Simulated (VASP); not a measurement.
Wanted: the native input for a VASP 6.6.1 run.

```yaml
Task: single point
Functional: PBEsol
Potentials_or_basis: VASP PAW PBE potentials, release 64 (Ti_sv, Si)
Cutoff: 520 eV
k_mesh: 14 × 14 × 14
Occupations: gaussian, width 0.15 eV
Spin: no spin polarisation
Dipole_correction: no
Further_INCAR_settings: ALGO = Normal; EDIFF = 1e-06; NBANDS = 29
```

The structure of TiSi2 lies in POSCAR:

```
TiSi2
1.0
    1.7585247991     -6.6741239440      0.0000000000
    1.7585247991      6.6741239440      0.0000000000
    0.0000000000      0.0000000000      3.4133905748
Ti Si
2 4
Direct
    0.8975172580      0.1024827420      0.7500000000
    0.1024827420      0.8975172580      0.2500000000
    0.5599863191      0.4400136809      0.7500000000
    0.4400136809      0.5599863191      0.2500000000
    0.2497198029      0.7502801971      0.7500000000
    0.7502801971      0.2497198029      0.2500000000
```

This cell differs from its parent crystal: strain +0.000 along x and y, -0.040 along z.

The input as run:

INCAR

```
PREC = Accurate
ENCUT = 520
EDIFF = 1E-6
ISMEAR = 0
SIGMA = 0.15
LREAL = F
LASPH = T
NELM = 80
ALGO = Normal
ISIF = 2
LWAVE = F
LCHARG = T
GGA = PS
LELF = T
LVHAR = T
NBANDS = 29
```

KPOINTS

```
Automatic mesh
0
Gamma
  14 14 14
```

Potentials or basis: VASP PAW PBE potentials, release 64 (Ti_sv, Si).

Launch:

```console
$ cat potpaw_PBE.64/Ti_sv/POTCAR potpaw_PBE.64/Si/POTCAR > POTCAR
$ mpirun -np 1 vasp_std > vasp.out
```

It gave:

```yaml
Pressure: 7.8 GPa
Largest_force: 0.217 eV/Å
Band_gap_on_the_k_mesh: zero (bands 20 and 21 overlap by 0.91 eV)
```

Caveat: the cell differs from its parent crystal (strain +0.000 along x and y, -0.040 along z); the stress differs along the axes, from 3 to 15 GPa; the PAW data sets were made with another functional, which shifts forces and pressure a little.

Wall time 20 min on 1 thread of Intel(R) Xeon(R) 6975P-C (Granite Rapids), on a shared host, peak memory 0.91 GiB.
